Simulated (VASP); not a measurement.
Here is a VASP 6.6.1 calculation.

File INCAR:

```
PREC = Accurate ; ENCUT = 450
EDIFF = 1E-7 ; ISMEAR = 0
SIGMA = 0.02 ; LREAL = False
LASPH = True ; NELM = 120
ALGO = Normal ; ISIF = 2
LWAVE = False ; LCHARG = False
IBRION = 2 ; NSW = 60
EDIFFG = -0.002 ; GGA_COMPAT = False
NELMIN = 4
```

The input KPOINTS:

```
Automatic mesh
0
Gamma
  10 10 10
```

POSCAR

```
BP
1.0
    0.0000000000      2.2229228706      2.2588488968
    2.2229228706      0.0000000000      2.2588488968
    2.2229228706      2.2229228706      0.0000000000
B P
1 1
Direct
    0.0000000000      0.0000000000      0.0000000000
    0.2500000000      0.2500000000      0.2500000000
```

Potentials or basis: VASP PAW LDA potentials, release 64 (B, P).

Command:

```console
$ cat potpaw_LDA.64/B/POTCAR potpaw_LDA.64/P/POTCAR > POTCAR
$ mpirun -np 1 vasp_std > vasp.out
```

Q: What does it give for the band gap on the k mesh?

A: 1.01 eV (least direct gap 3.37 eV).

Final structure:
```
B P
1.0
     0.00000    2.22292    2.25885
     2.22292    0.00000    2.25885
     2.22292    2.22292    0.00000
B P
1 1
Cartesian
  0.0000 0.0000 0.0000
  1.1115 1.1115 1.1294
```

Caveat: the cell differs from its parent crystal (strained cell); the relaxation stopped at its first step, so nothing moved. A k mesh can miss the band edges.
